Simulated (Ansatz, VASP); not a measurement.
Mg8HO8: VASP beside Ansatz

```
CELL_PARAMETERS angstrom
0.00000 3.86500 3.86500
3.86500 0.00000 3.86500
3.86500 3.86500 0.00000
ATOMIC_POSITIONS crystal
Mg 0.99906 0.00234 0.99957
Mg 0.99743 0.00096 0.50106
Mg 0.99905 0.49947 0.99957
Mg 0.99905 0.49946 0.50247
Mg 0.50036 0.00076 0.99854
Mg 0.50058 0.00097 0.50106
Mg 0.50192 0.49948 0.99957
Mg 0.50042 0.49828 0.50091
O 0.24464 0.26553 0.24521
O 0.25020 0.25004 0.75017
O 0.24472 0.74517 0.24529
O 0.24462 0.74508 0.76570
O 0.74961 0.25008 0.25071
O 0.74960 0.25005 0.75017
O 0.76485 0.74516 0.24528
O 0.74960 0.75062 0.75020
H 0.37405 0.87575 0.37623
```

Alike in both runs: functional PBE; k mesh 2 × 2 × 2; occupations fermi-dirac, width 0.05 eV; collinear spin.

Ansatz relaxed the structure, and its values are those at the end. VASP's run is a single point on that final structure, the one shown.

|  | VASP | Ansatz |
| --- | --- | --- |
| version | VASP 6.6.1 | Ansatz 0.2.0 |
| potentials or method | VASP PAW PBE potentials, release 64 (Mg, O, H), cutoff 520 eV | scalar-relativistic, plane waves, PAW |
| valence electrons in the cell | 65 | 129 |

|  | VASP | Ansatz | Ansatz less VASP |
| --- | --- | --- | --- |
| rms of the force components (eV/Å) | 0.027 | 0.025 | -0.0025 |
| net moment per atom (μB) | 0.04 | 0.04 | 0.000 |
| size of the moment on the site where the two differ most (μB) | 0.25 | 0.32 | +0.078 |

Site moments also hang on the region over which each program counts them. VASP's potentials hold 65 valence electrons a cell and Ansatz's 129, so a difference there can come from the potentials and not from the codes.

The k mesh is coarse, so the values compare programs but aren't converged.
